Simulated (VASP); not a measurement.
# TiB2 (P6/mmm) in VASP: further runs

Runs on TiB2. Level: PBEsol. Tasks: single point.

Program: VASP 6.6.1. These are calculated values, not measurements. Logs are shortened: lines on timing, memory, paths and dates and some standing lists are left out, and cuts for length are marked.

## 1. The cell of the first run

It takes space group P6/mmm (No. 191, hexagonal). Conventional cell: a = 3.017 Å, b = 3.017 Å, c = 3.186 Å, α = 90.00°, β = 90.00°, γ = 120.00°. Within 3.2 Å of Ti (site symmetry 6/mmm) lie 12 B at 2.36 Å and 8 Ti at 3.02 to 3.19 Å. B (site symmetry -6m2) has 3 B at 1.74 Å and 6 Ti at 2.36 Å within 2.4 Å.

## 2. Single point, PBEsol

Input file INCAR:

```
SYSTEM = TiB2
PREC = Accurate ; ENCUT = 520
EDIFF = 1E-6 ; ISMEAR = 0
SIGMA = 0.1 ; LREAL = .FALSE.
LASPH = .TRUE. ; NELM = 80
ALGO = Normal ; ISIF = 2
LWAVE = .FALSE. ; LCHARG = .FALSE.
GGA = PS ; NBANDS = 16
```

Input file KPOINTS:

```
Automatic mesh
0
G
  18 18 14
  0 0 0
```

Input file POSCAR:

```
TiB2
1.0
    3.0172065488      0.0000000000      0.0000000000
   -1.5086032744      2.6129775198      0.0000000000
    0.0000000000      0.0000000000      3.1858007608
Ti B
1 2
Direct
    0.0000000000      0.0000000000      0.0000000000
    0.3333333333      0.6666666667      0.5000000000
    0.6666666667      0.3333333333      0.5000000000
```

Potentials or basis: VASP PAW PBE potentials, release 64 (Ti_sv, B).

The run is started by

```console
> cat potpaw_PBE.64/Ti_sv/POTCAR potpaw_PBE.64/B/POTCAR > POTCAR
> mpirun -np 1 vasp_std > vasp.out
```

OUTCAR:

```text
SYSTEM = TiB2
   PREC = Accurate
   ENCUT = 520
   EDIFF = 1E-6
   ISMEAR = 0
   LREAL = .FALSE.
   LASPH = .TRUE.
   NELM = 80
   ISIF = 2
   GGA = PS

 ion  position               nearest neighbor table
   1  0.000  0.000  0.000-   2 2.36   3 2.36   2 2.36   3 2.36   3 2.36   3 2.36   2 2.36   2 2.36
                             3 2.36   3 2.36   2 2.36   2 2.36
   2  0.333  0.667  0.500-   3 1.74   3 1.74   3 1.74   1 2.36   1 2.36   1 2.36   1 2.36   1 2.36
                             1 2.36
   3  0.667  0.333  0.500-   2 1.74   2 1.74   2 1.74   1 2.36   1 2.36   1 2.36   1 2.36   1 2.36
                             1 2.36

  LATTYP: Found a hexagonal cell.
 ALAT       =     3.0172065488
 C/A-ratio  =     1.0558775839

  Lattice vectors:

 A1 = (   3.0172065488,   0.0000000000,   0.0000000000)
 A2 = (  -1.5086032744,   2.6129775198,   0.0000000000)
 A3 = (   0.0000000000,   0.0000000000,   3.1858007608)

Analysis of symmetry for initial positions (statically):
=====================================================================
 Subroutine PRICEL returns:
 Original cell was already a primitive cell.

 Routine SETGRP: Setting up the symmetry group for a
 hexagonal supercell.

 Subroutine GETGRP returns: Found 24 space group operations
 (whereof 24 operations were pure point group operations)
 out of a pool of 24 trial point group operations.

The static configuration has the point symmetry D_6h.

Analysis of symmetry for dynamics (positions and initial velocities):
=====================================================================
 Subroutine PRICEL returns:
 Original cell was already a primitive cell.

 Routine SETGRP: Setting up the symmetry group for a
 hexagonal supercell.

 Subroutine GETGRP returns: Found 24 space group operations
 (whereof 24 operations were pure point group operations)
 out of a pool of 24 trial point group operations.

The dynamic configuration has the point symmetry D_6h.

 Subroutine INISYM returns: Found 24 space group operations
 (whereof 24 operations are pure point group operations),
 and found     1 'primitive' translations

----------------------------------------------------------------------------------------

                                     Primitive cell

  volume of cell :      25.1165

  direct lattice vectors                    reciprocal lattice vectors
     3.017206549  0.000000000  0.000000000     0.331432397  0.191352584  0.000000000
    -1.508603274  2.612977520  0.000000000     0.000000000  0.382705168  0.000000000
     0.000000000  0.000000000  3.185800761     0.000000000  0.000000000  0.313892825
[... 90 lines left out ...]
   IBRION =     -1    ionic relax: 0-MD 1-quasi-New 2-CG
   NFREE  =      0    steps in history (QN), initial steepest desc. (CG)
   ISIF   =      2    stress and relaxation
   ISYM   =      2    0-nonsym 1-usesym 2-fastsym
   POTIM  = 0.5000    time-step for ionic-motion
   TEBEG  =    0.0;   TEEND  =   0.0 temperature during run
   PSTRESS=    0.0 pullay stress
   NELECT =      18.0000    total number of electrons
   NUPDOWN=      -1.0000    fix difference up-down
   EMIN   =  10.00;   EMAX   =-10.00  energy-range for DOS
   EFERMI =   0.00;   METHOD = LEGACY
   ISMEAR =     0;   SIGMA  =   0.10  broadening in eV -4-tet -1-fermi 0-gaus
   EFERMI_NEDOS =   21; number of points for ismear=-14 and -15
   IALGO  =     38    algorithm
   IMIX   =      4    mixing-type and parameters
     AMIX     =   0.40;   BMIX     =  1.00
     AMIX_MAG =   1.60;   BMIX_MAG =  1.00
  volume/ion in A,a.u.               =       8.37        56.50
  Fermi-wavevector in a.u.,A,eV,Ry     =   1.465028  2.768501 29.202275  2.146307
  Thomas-Fermi vector in A             =   2.580934
   LORBIT       =      0    0 simple, 1 ext, 2 COOP (PROOUT), +10 PAW based schemes
   GGA     = PS    functional components
   LHFCALC =     F    Hartree Fock is set to
   AEXX    =    0.0000 exact exchange contribution
   IVDW    =     0    specifies the selected vdW correction
   LEPSILON=     F    determine dielectric tensor
   LRPA    =     F    only Hartree local field effects (RPA)
 non-spin polarized calculation
 Gauss-broadening in eV      SIGMA  =   0.10
  energy-cutoff  :      520.00
  volume of cell :       25.12
 maximum number of plane-waves:       696
 NGX is ok and might be reduce to    24
   NGX = 11   NGY = 11   NGZ = 11

 number of electron      17.9999998 magnetization

 Free energy of the ion-electron system (eV)
  ---------------------------------------------------
  ext. energy  EPLUGINS =         0.00000000
  ---------------------------------------------------
  free energy    TOTEN  =       -25.79333545 eV

  energy without entropy =      -25.79160168  energy(sigma->0) =      -25.79246857

 E-fermi :  10.1758     XC(G=0): -12.9766

 val. band max:       10.1736394819   @ k =   0.0000   0.0000   0.3571
 cond. band min:      10.1854757595   @ k =   0.0556   0.0556   0.3571
 fundamental gap:      0.0118362776
 Fermi energy:        10.1757903774

 k-point     1 :       0.0000    0.0000    0.0000
  band No.  band energies     occupation
      1     -46.4931      2.00000
      2     -22.9520      2.00000
      3     -22.6301      2.00000
      4     -22.6301      2.00000
      5      -3.4323      2.00000
      6       7.4403      2.00000
[... 433 lines left out ...]
      3     -22.8774      2.00000
      4     -22.7595      2.00000
      5       0.1444      2.00000
      6       1.7772      2.00000
[... 8 lines left out ...]
     15      18.2640      0.00000
     16      19.2462      0.00000

 [... further k-points ...]

------------------------ aborting loop because EDIFF is reached ----------------------------------------

  FORCE on cell =-STRESS in cart. coord.  units (eV):
  Direction    XX          YY          ZZ          XY          YZ          ZX
  --------------------------------------------------------------------------------------
  -------------------------------------------------------------------------------------
  Total        0.0671321      0.0671321      0.0459364      0.0000000      0.0000000     -0.0000000
  in kB        4.2823438      4.2823438      2.9302751      0.0000000      0.0000000     -0.0000000
  external PRESSURE =       3.8316542 kB  Pullay stress =       0.0000000 kB

 VOLUME and BASIS-vectors are now :
 -----------------------------------------------------------------------------
  energy-cutoff  :      520.00
  volume of cell :       25.12
      direct lattice vectors                 reciprocal lattice vectors
     3.017206549  0.000000000  0.000000000     0.331432397  0.191352584  0.000000000
    -1.508603274  2.612977520  0.000000000     0.000000000  0.382705168  0.000000000
     0.000000000  0.000000000  3.185800761     0.000000000  0.000000000  0.313892825

 POSITION                                       TOTAL-FORCE (eV/Angst)
 -----------------------------------------------------------------------------------
      0.00000      0.00000      0.00000        -0.000000     -0.000000      0.000000
     -0.00000      1.74199      1.59290         0.000000     -0.000000      0.000000
      1.50860      0.87099      1.59290        -0.000000      0.000000      0.000000
 -----------------------------------------------------------------------------------
    total drift:                               -0.000000      0.000000      0.000000

  FREE ENERGIE OF THE ION-ELECTRON SYSTEM (eV)
  ---------------------------------------------------
  free  energy   TOTEN  =       -25.7933354528 eV

  energy  without entropy=      -25.7916016801  energy(sigma->0) =      -25.79246857
```

OSZICAR:

```text
N       E                     dE             d eps       ncg     rms          rms(c)
DAV:   1     0.120694442173E+03    0.12069E+03   -0.90756E+03  9496   0.129E+03
DAV:   2    -0.237685126244E+02   -0.14446E+03   -0.13950E+03 10168   0.342E+02
DAV:   3    -0.306723965646E+02   -0.69039E+01   -0.68324E+01 13896   0.729E+01
DAV:   4    -0.308393987685E+02   -0.16700E+00   -0.16694E+00 11288   0.101E+01
DAV:   5    -0.308438565224E+02   -0.44578E-02   -0.44576E-02 13848   0.140E+00    0.175E+01
DAV:   6    -0.257940806007E+02    0.50498E+01   -0.19561E+01 13360   0.491E+01    0.390E+00
DAV:   7    -0.257926474415E+02    0.14332E-02   -0.96006E-01 10120   0.111E+01    0.354E+00
DAV:   8    -0.257955268149E+02   -0.28794E-02   -0.79972E-02 15528   0.234E+00    0.643E-01
DAV:   9    -0.257936139670E+02    0.19128E-02   -0.28067E-02 11768   0.214E+00    0.210E-01
DAV:  10    -0.257933575589E+02    0.25641E-03   -0.24388E-03 12400   0.616E-01    0.795E-02
DAV:  11    -0.257933548233E+02    0.27356E-05   -0.24001E-04 13280   0.161E-01    0.608E-02
DAV:  12    -0.257933355100E+02    0.19313E-04   -0.84695E-05 11480   0.116E-01    0.111E-02
DAV:  13    -0.257933354528E+02    0.57237E-07   -0.49890E-06 11816   0.213E-02
   1 F= -.25793335E+02 E0= -.25792469E+02  d E =-.173377E-02
```

Run time: 74 s. Hardware: 1 thread of Intel Xeon 8259CL, shared host; peak memory 0.23 GiB.

Results:

* Free energy: -25.7933 eV
* Pressure: 0.4 GPa
* Band gap on the k mesh: zero (bands 9 and 10 overlap by 0.63 eV)

Caveat: the PAW data sets were made with another functional, which shifts forces and pressure a little.

## 3. Single point, PBEsol

This run uses another cell than the first one, of 8.55 Å³/atom.

Input file INCAR:

```
PREC = Accurate ; ENCUT = 520
EDIFF = 1E-6 ; ISMEAR = 0
SIGMA = 0.1 ; LREAL = False
LASPH = True ; NELM = 100
ALGO = Normal ; ISIF = 2
LWAVE = False ; LCHARG = False
GGA = PS ; NBANDS = 16
```

Input file KPOINTS:

```
Automatic mesh
0
Gamma
  18 18 14
```

Input file POSCAR:

```
TiB2
1.0
    3.0292000000      0.0000000000      0.0000000000
   -1.5146000000      2.6233641531      0.0000000000
    0.0000000000      0.0000000000      3.2284000000
Ti B
1 2
Direct
    0.0000000000      0.0000000000      0.0000000000
    0.3333333333      0.6666666667      0.5000000000
    0.6666666667      0.3333333333      0.5000000000
```

Potentials or basis: VASP PAW PBE potentials, release 64 (Ti_sv, B).

The run is started by

```console
> cat potpaw_PBE.64/Ti_sv/POTCAR potpaw_PBE.64/B/POTCAR > POTCAR
> mpirun -np 1 vasp_std > vasp.out
```

Wall time 73 s (1 thread of Intel Xeon 8259CL, shared host); peak memory 0.24 GiB.

The run converged. Its results:

```
Free energy            : -25.7846 eV
Pressure               : -4.8 GPa
Band gap on the k mesh : zero (bands 9 and 10 overlap by 0.61 eV)
```

Stress tensor (GPa, compression positive):
```
-3.82  0.00  0.00
 0.00 -3.82  0.00
 0.00  0.00 -6.61
```

Levels at points of the mesh, in eV from the Fermi level:
| k point | band 5 | band 6 | band 7 | band 8 | band 9 | band 10 | band 11 | band 12 | band 13 | band 14 |
| --- | --- | --- | --- | --- | --- | --- | --- | --- | --- | --- |
| (0.00, 0.00, 0.00) | -13.51 | -2.63 | -2.63 | -2.35 | -2.19 | 1.85 | 1.85 | 3.64 | 3.64 | 5.72 |
| (0.50, 0.00, 0.00) | -9.40 | -9.22 | -3.29 | -3.27 | -2.33 | 1.29 | 2.72 | 3.20 | 3.34 | 7.39 |
| (0.00, 0.00, 0.50) | -11.57 | -7.66 | -0.56 | -0.56 | -0.23 | -0.23 | 0.39 | 0.39 | 1.59 | 6.54 |
| (0.50, 0.00, 0.50) | -9.75 | -7.56 | -4.68 | -3.87 | -3.17 | 2.44 | 2.90 | 4.46 | 4.57 | 5.34 |

Caveat: the cell stands under tension; the PAW data sets were made with another functional, which shifts forces and pressure a little.

## 4. Single point, PBEsol (8.62 Å³/atom)

This run uses another cell than the first one, of 8.62 Å³/atom.

Input file INCAR:

```
SYSTEM = TiB2
PREC = Accurate ; ENCUT = 520
EDIFF = 1E-6 ; ISMEAR = 0
SIGMA = 0.1 ; LREAL = .FALSE.
LASPH = .TRUE. ; NELM = 60
ALGO = Normal ; ISIF = 2
LWAVE = .FALSE. ; LCHARG = .FALSE.
GGA = PS ; NBANDS = 16
```

Input file KPOINTS:

```
regular mesh
0
G
  18 18 14
  0 0 0
```

Input file POSCAR:

```
TiB2
1.0
    3.0428437992      0.0000000000      0.0000000000
   -1.5214218996      2.6351800298      0.0000000000
    0.0000000000      0.0000000000      3.2263137708
Ti B
1 2
Direct
    0.0000000000      0.0000000000      0.0000000000
    0.3333333333      0.6666666667      0.5000000000
    0.6666666667      0.3333333333      0.5000000000
```

The run is started by

```console
> cat potpaw_PBE.64/Ti_sv/POTCAR potpaw_PBE.64/B/POTCAR > POTCAR
> mpirun -np 1 vasp_std > vasp.out
```

Run time: 73 s. Hardware: 1 thread of Intel Xeon 8259CL, shared host; peak memory 0.23 GiB.

Results (log left out):

* Free energy: -25.7776 eV
* Pressure: -7.0 GPa
* Band gap on the k mesh: zero (bands 9 and 10 overlap by 0.60 eV)

Stress tensor (GPa, compression positive):
```
-6.90  0.00  0.00
 0.00 -6.90  0.00
 0.00  0.00 -7.13
```

Levels at points of the mesh, in eV from the Fermi level:
```
           k point  band 6  band 7  band 8  band 9  band 10  band 11  band 12  band 13
(0.00, 0.00, 0.00)   -2.64   -2.64   -2.28   -2.15     1.84     1.84     3.64     3.64
(0.50, 0.00, 0.00)   -9.21   -3.28   -3.20   -2.31     1.29     2.68     3.15     3.36
(0.00, 0.00, 0.50)   -7.61   -0.57   -0.57   -0.26    -0.26     0.39     0.39     1.64
(0.50, 0.00, 0.50)   -7.52   -4.66   -3.84   -3.17     2.45     2.86     4.44     4.55
```

Caveat: the cell stands under tension; the PAW data sets were made with another functional, which shifts forces and pressure a little.

## 5. Summary

| cell | gap on the mesh (eV) | pressure (GPa) |
| --- | --- | --- |
| a = 3.017, b = 3.017, c = 3.186 Å, angles 90.0, 90.0, 120.0°, 3 atoms | none | 0.4 |
| a = 3.029, b = 3.029, c = 3.228 Å, angles 90.0, 90.0, 120.0°, 3 atoms | none | -4.8 |
| a = 3.043, b = 3.043, c = 3.226 Å, angles 90.0, 90.0, 120.0°, 3 atoms | none | -7.0 |

Alike in all rows: task single point; level PBEsol; potentials or basis VASP PAW PBE potentials, release 64 (Ti_sv, B); no spin polarisation; k mesh 18 × 18 × 14; cutoff (eV) 520; smearing gaussian 0.1 eV.

Caveats: the PAW data sets were made with another functional, which shifts forces and pressure a little; the cell stands under tension (at least some runs).

Total energies depend on the potentials used, so only differences within one code and one set of settings carry meaning.
